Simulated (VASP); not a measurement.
# Al (P6_3/mmc) in VASP: further runs, part 2 of 2

VASP 6.6.1. Earlier steps stand in the parts before.

**3. Single point, PBE (volume scaled by 1.08)**

INCAR

```
PREC     = Accurate       # precision mode
ENCUT    = 520            # plane-wave cutoff, eV
EDIFF    = 1E-7           # SCF threshold, eV
ISMEAR   = -1             # smearing method
SIGMA    = 0.1            # smearing width, eV
LREAL    = F              # projectors in reciprocal space
LASPH    = T              # aspherical terms in the spheres
NELM     = 100            # most SCF steps
ALGO     = Normal         # electronic algorithm
ISIF     = 2              # what is computed and relaxed
LWAVE    = F              # write WAVECAR
LCHARG   = F              # write CHGCAR
GGA      = PE             # functional
NBANDS   = 10             # bands
```

KPOINTS

```
Automatic mesh
0
Gamma
  14 14 8
```

POSCAR

```
Al
1.0
    2.9523785368      0.0000000000      0.0000000000
   -1.4761892684      2.5568348144      0.0000000000
    0.0000000000      0.0000000000      4.7566019505
Al
2
Direct
    0.3333333333      0.6666666667      0.2500000000
    0.6666666667      0.3333333333      0.7500000000
```

Potentials or basis: VASP PAW PBE potentials, release 64 (Al).

Launch:

```
$ cat potpaw_PBE.64/Al/POTCAR > POTCAR
$ mpirun -np 1 vasp_std > vasp.out
```

OUTCAR:

```text
PREC = Accurate
   ENCUT = 520
   EDIFF = 1E-7
   ISMEAR = -1
   LREAL = F
   LASPH = T
   NELM = 100
   ISIF = 2
   GGA = PE

 ion  position               nearest neighbor table
   1  0.333  0.667  0.250-   2 2.93   2 2.93   2 2.93   2 2.93   2 2.93   2 2.93
   2  0.667  0.333  0.750-   1 2.93   1 2.93   1 2.93   1 2.93   1 2.93   1 2.93

  LATTYP: Found a hexagonal cell.
 ALAT       =     2.9523785368
 C/A-ratio  =     1.6111084304

  Lattice vectors:

 A1 = (   2.9523785368,   0.0000000000,   0.0000000000)
 A2 = (  -1.4761892684,   2.5568348144,   0.0000000000)
 A3 = (   0.0000000000,   0.0000000000,   4.7566019505)

Analysis of symmetry for initial positions (statically):
=====================================================================
 Subroutine PRICEL returns:
 Original cell was already a primitive cell.

 Routine SETGRP: Setting up the symmetry group for a
 hexagonal supercell.

 Subroutine GETGRP returns: Found 24 space group operations
 (whereof 12 operations were pure point group operations)
 out of a pool of 24 trial point group operations.

The static configuration has the point symmetry D_3d.
 The point group associated with its full space group is D_6h.

Analysis of symmetry for dynamics (positions and initial velocities):
=====================================================================
 Subroutine PRICEL returns:
 Original cell was already a primitive cell.

 Routine SETGRP: Setting up the symmetry group for a
 hexagonal supercell.

 Subroutine GETGRP returns: Found 24 space group operations
 (whereof 12 operations were pure point group operations)
 out of a pool of 24 trial point group operations.

The dynamic configuration has the point symmetry D_3d.
 The point group associated with its full space group is D_6h.

 Subroutine INISYM returns: Found 24 space group operations
 (whereof 12 operations are pure point group operations),
 and found     1 'primitive' translations

----------------------------------------------------------------------------------------

                                     Primitive cell

  volume of cell :      35.9064

  direct lattice vectors                    reciprocal lattice vectors
     2.952378537  0.000000000  0.000000000     0.338709955  0.195554283  0.000000000
    -1.476189268  2.556834814  0.000000000     0.000000000  0.391108567  0.000000000
     0.000000000  0.000000000  4.756601951     0.000000000  0.000000000  0.210234115

  length of vectors
     2.952378537  2.952378537  4.756601951     0.391108567  0.391108567  0.210234115

  position of ions in fractional coordinates (direct lattice)
     0.333333333  0.666666667  0.250000000
     0.666666667  0.333333333  0.750000000

  ion indices of the primitive-cell ions
   primitive index   ion index
                 1           1
                 2           2

----------------------------------------------------------------------------------------

 KPOINTS: Automatic mesh

Automatic generation of k-mesh.
 Grid dimensions read from file:
 generate k-points for:   14   14    8
[... 22 lines left out ...]
  0.071429  0.000000  0.000000      6.000000
  0.142857  0.000000  0.000000      6.000000
  0.214286  0.000000  0.000000      6.000000
  0.285714  0.000000  0.000000      6.000000
  0.357143  0.000000  0.000000      6.000000
[... 16 lines left out ...]
  0.285714  0.285714  0.000000      6.000000
  0.357143  0.285714  0.000000      6.000000
 [... further k-points ...]
   k-points           NKPTS =    120   k-points in BZ     NKDIM =    120   number of bands    NBANDS=     10
   number of dos      NEDOS =    301   number of ions     NIONS =      2
   total plane-waves  NPLWV =  20736
   dimension x,y,z NGX =    24 NGY =   24 NGZ =   36
   dimension x,y,z NGXF=    48 NGYF=   48 NGZF=   72
   ions per type =               2
   NGX,Y,Z   is equivalent  to a cutoff of  13.51, 13.51, 12.58 a.u.
   NGXF,Y,Z  is equivalent  to a cutoff of  27.03, 27.03, 25.16 a.u.
 SYSTEM =  unknown system
   PREC   = accura    normal or accurate (medium, high low for compatibility)
   ISTART =      0    job   : 0-new  1-cont  2-samecut
   ICHARG =      2    charge: 1-file 2-atom 10-const
   ISPIN  =      1    spin polarized calculation?
   LNONCOLLINEAR =      F non collinear calculations
   LSORBIT =      F    spin-orbit coupling
   LASPH  =      T    aspherical Exc in radial PAW
   ENCUT  =  520.0 eV  38.22 Ry    6.18 a.u.   5.49  5.49  8.84*2*pi/ulx,y,z
   NELM   =    100;   NELMIN=  2; NELMDL= -5     # of ELM steps
   EDIFF  = 0.1E-06   stopping-criterion for ELM
   LREAL  =      F    real-space projection
   EDIFFG = 0.1E-05   stopping-criterion for IOM
   NSW    =      0    number of steps for IOM
   IBRION =     -1    ionic relax: 0-MD 1-quasi-New 2-CG
   NFREE  =      0    steps in history (QN), initial steepest desc. (CG)
   ISIF   =      2    stress and relaxation
   ISYM   =      2    0-nonsym 1-usesym 2-fastsym
   POTIM  = 0.5000    time-step for ionic-motion
   TEBEG  =    0.0;   TEEND  =   0.0 temperature during run
   PSTRESS=    0.0 pullay stress
   NELECT =       6.0000    total number of electrons
   NUPDOWN=      -1.0000    fix difference up-down
   EMIN   =  10.00;   EMAX   =-10.00  energy-range for DOS
   EFERMI =   0.00;   METHOD = LEGACY
   ISMEAR =    -1;   SIGMA  =   0.10  broadening in eV -4-tet -1-fermi 0-gaus
   EFERMI_NEDOS =   21; number of points for ismear=-14 and -15
   IALGO  =     38    algorithm
   IMIX   =      4    mixing-type and parameters
     AMIX     =   0.40;   BMIX     =  1.00
     AMIX_MAG =   1.60;   BMIX_MAG =  1.00
  volume/ion in A,a.u.               =      17.95       121.15
  Fermi-wavevector in a.u.,A,eV,Ry     =   0.901712  1.703989 11.062698  0.813085
  Thomas-Fermi vector in A             =   2.024827
   LORBIT       =      0    0 simple, 1 ext, 2 COOP (PROOUT), +10 PAW based schemes
   GGA     = PE    functional components
   LHFCALC =     F    Hartree Fock is set to
   AEXX    =    0.0000 exact exchange contribution
   IVDW    =     0    specifies the selected vdW correction
   LEPSILON=     F    determine dielectric tensor
   LRPA    =     F    only Hartree local field effects (RPA)
 non-spin polarized calculation
  energy-cutoff  :      520.00
  volume of cell :       35.91
 maximum number of plane-waves:       996
 NGX is ok and might be reduce to    24
   NGX = 11   NGY = 11   NGZ = 17

 number of electron       6.0000000 magnetization

 Free energy of the ion-electron system (eV)
  ---------------------------------------------------
  ext. energy  EPLUGINS =         0.00000000
  ---------------------------------------------------
  free energy    TOTEN  =        -7.39119580 eV

  energy without entropy =       -7.35935437  energy(sigma->0) =       -7.37527508

 E-fermi :   7.1394     XC(G=0):  -9.8964

 val. band max:        7.1226294132   @ k =   0.2143   0.2143   0.1250
 cond. band min:       7.1405202545   @ k =   0.2857   0.0714   0.2500
 fundamental gap:      0.0178908412
 Fermi energy:         7.1394330104

 k-point     1 :       0.0000    0.0000    0.0000
  band No.  band energies     occupation
      1      -3.4193      2.00000
      2       2.9551      2.00000
      3       3.0339      2.00000
      4      16.8110      0.00000
      5      16.8110      0.00000
      6      17.4900      0.00000
      7      17.4900      0.00000
      8      18.9658      0.00000
      9      20.1259      0.00000
     10      20.7234      0.00000
[... 287 lines left out ...]
 k-point    24 :       0.3571    0.2857    0.0000
  band No.  band energies     occupation
      1       3.3174      2.00000
      2       3.5917      2.00000
      3       5.0317      2.00000
      4       9.0426      0.00000
      5       9.4393      0.00000
      6       9.7102      0.00000
      7      10.3110      0.00000
      8      11.5476      0.00000
      9      11.6668      0.00000
     10      22.6794      0.00000

 [... further k-points ...]

------------------------ aborting loop because EDIFF is reached ----------------------------------------

  FORCE on cell =-STRESS in cart. coord.  units (eV):
  Direction    XX          YY          ZZ          XY          YZ          ZX
  --------------------------------------------------------------------------------------
  -------------------------------------------------------------------------------------
  Total       -1.1737717     -1.1737717     -0.8904625      0.0000000      0.0000000      0.0000000
  in kB      -52.3748400    -52.3748400    -39.7333064      0.0000000      0.0000000      0.0000000
  external PRESSURE =     -48.1609954 kB  Pullay stress =       0.0000000 kB

 VOLUME and BASIS-vectors are now :
 -----------------------------------------------------------------------------
  energy-cutoff  :      520.00
  volume of cell :       35.91
      direct lattice vectors                 reciprocal lattice vectors
     2.952378537  0.000000000  0.000000000     0.338709955  0.195554283  0.000000000
    -1.476189268  2.556834814  0.000000000     0.000000000  0.391108567  0.000000000
     0.000000000  0.000000000  4.756601951     0.000000000  0.000000000  0.210234115

 POSITION                                       TOTAL-FORCE (eV/Angst)
 -----------------------------------------------------------------------------------
     -0.00000      1.70456      1.18915        -0.000000      0.000000      0.000000
      1.47619      0.85228      3.56745         0.000000     -0.000000      0.000000
 -----------------------------------------------------------------------------------
    total drift:                                0.000000      0.000000     -0.000000

  FREE ENERGIE OF THE ION-ELECTRON SYSTEM (eV)
  ---------------------------------------------------
  free  energy   TOTEN  =        -7.3911957953 eV

  energy  without entropy=       -7.3593543680  energy(sigma->0) =       -7.37527508
```

Run time: 27 s. Hardware: 1 thread of Intel Xeon 6975P-C, shared host; peak memory 0.17 GiB.

What came out:

```
Free energy            : -7.3912 eV
Pressure               : -4.8 GPa
Band gap on the k mesh : zero (band 3 reaches 11.36 eV, above the bottom of band 4 at 4.01 eV)
```

**4. Single point, PBE (volume scaled by 1.12)**

INCAR

```
SYSTEM = Al
ALGO = Normal
EDIFF = 1E-6
ENCUT = 520
GGA = PE
ISIF = 2
ISMEAR = -1
LASPH = .True.
LCHARG = .False.
LREAL = .False.
LWAVE = .False.
NBANDS = 10
NELM = 60
PREC = Accurate
SIGMA = 0.1
```

KPOINTS

```
k-points
0
Gamma
  14 14 8
  0 0 0
```

POSCAR

```
Al
1.0
    2.9883867019      0.0000000000      0.0000000000
   -1.4941933509      2.5880188001      0.0000000000
    0.0000000000      0.0000000000      4.8146150088
Al
2
Direct
    0.3333333333      0.6666666667      0.2500000000
    0.6666666667      0.3333333333      0.7500000000
```

Launch:

```
$ cat potpaw_PBE.64/Al/POTCAR > POTCAR
$ mpirun -np 1 vasp_std > vasp.out
```

It used 17 s of CPU time on 1 thread of Intel Xeon 6975P-C (shared host).

The run converged. Its results:

```yaml
Free_energy: -7.3440 eV
Pressure: -6.5 GPa
Band_gap_on_the_k_mesh: zero (band 3 reaches 10.93 eV, above the bottom of band 4 at 3.71 eV)
```

Stress tensor (GPa, compression positive):
```
-6.89  0.00  0.00
 0.00 -6.89  0.00
 0.00  0.00 -5.74
```

Levels at points of the mesh, in eV from the Fermi level:
| k point | band 1 | band 2 | band 3 | band 4 | band 5 | band 6 | band 7 | band 8 |
| --- | --- | --- | --- | --- | --- | --- | --- | --- |
| (0.00, 0.00, 0.00) | -10.31 | -4.06 | -4.04 | 9.39 | 9.39 | 10.16 | 10.16 | 11.65 |
| (0.50, 0.00, 0.00) | -5.07 | -4.70 | 0.64 | 1.07 | 1.52 | 1.68 | 4.93 | 6.50 |
| (0.00, 0.00, 0.50) | -8.73 | -8.73 | 3.45 | 3.45 | 10.72 | 10.72 | 10.72 | 10.72 |
| (0.50, 0.00, 0.50) | -3.59 | -3.59 | -3.07 | -3.07 | 6.32 | 6.32 | 7.29 | 7.29 |

**5. The runs side by side**

| cell | gap on the mesh (eV) | pressure (GPa) |
| --- | --- | --- |
| a = 2.915, b = 2.915, c = 4.697 Å, angles 90.0, 90.0, 120.0°, 2 atoms | none | -2.7 |
| a = 2.952, b = 2.952, c = 4.757 Å, angles 90.0, 90.0, 120.0°, 2 atoms | none | -4.8 |
| a = 2.988, b = 2.988, c = 4.815 Å, angles 90.0, 90.0, 120.0°, 2 atoms | none | -6.5 |

Alike in all rows: task single point; level PBE; potentials or basis VASP PAW PBE potentials, release 64 (Al); no spin polarisation; k mesh 14 × 14 × 8; cutoff (eV) 520; smearing fermi-dirac 0.1 eV.

Absolute energies hang on the potentials; compare differences alone.
